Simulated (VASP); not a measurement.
Crystal: Br.

```
Br
1.0
     3.34068   -2.30696    0.00000
     3.34068    2.30696    0.00000
     0.00000    0.00000    8.64389
Br
4
Cartesian
  3.3407 0.6224 3.3720
  3.3407 1.6845 7.6939
  3.3407 -0.6224 5.2719
  3.3407 -1.6845 0.9500
```

Base run:

| Quantity | Value |
| --- | --- |
| Program | VASP 6.6.1 |
| Functional | PBE |
| Potentials or basis | VASP PAW PBE potentials, release 64 (Br) |
| Cutoff | 520 eV |
| k mesh | 7 × 7 × 3 |
| Occupations | fermi-dirac, width 0.05 eV |
| Spin | no spin polarisation |

Its results: band gap on the k mesh 1.97 eV (least direct gap 1.99 eV); pressure 2.5 GPa; largest force 1.123 eV/Å.

Question: The run is repeated on the same cell with these changes: functional from PBE to PBEsol; further incar settings from ALGO = Normal; EDIFF = 1e-06; NBANDS = 22 to ALGO = Normal; EDIFF = 1e-07; NBANDS = 22. What comes out?

Answer: Band gap on the k mesh 1.90 eV (least direct gap 1.92 eV); pressure 0.7 GPa; largest force 0.990 eV/Å.

Caveats: this functional lacks dispersion, which holds the molecules together, so the pressure and a relaxed volume are unreliable; an odd mesh through Γ misses points on the zone boundary, where band edges can lie; forces of over 1 eV/Å act on the atoms, so gaps and moduli don't describe the material at rest (at least some runs); the PAW data sets were made with another functional, which shifts forces and pressure a little (at least some runs).
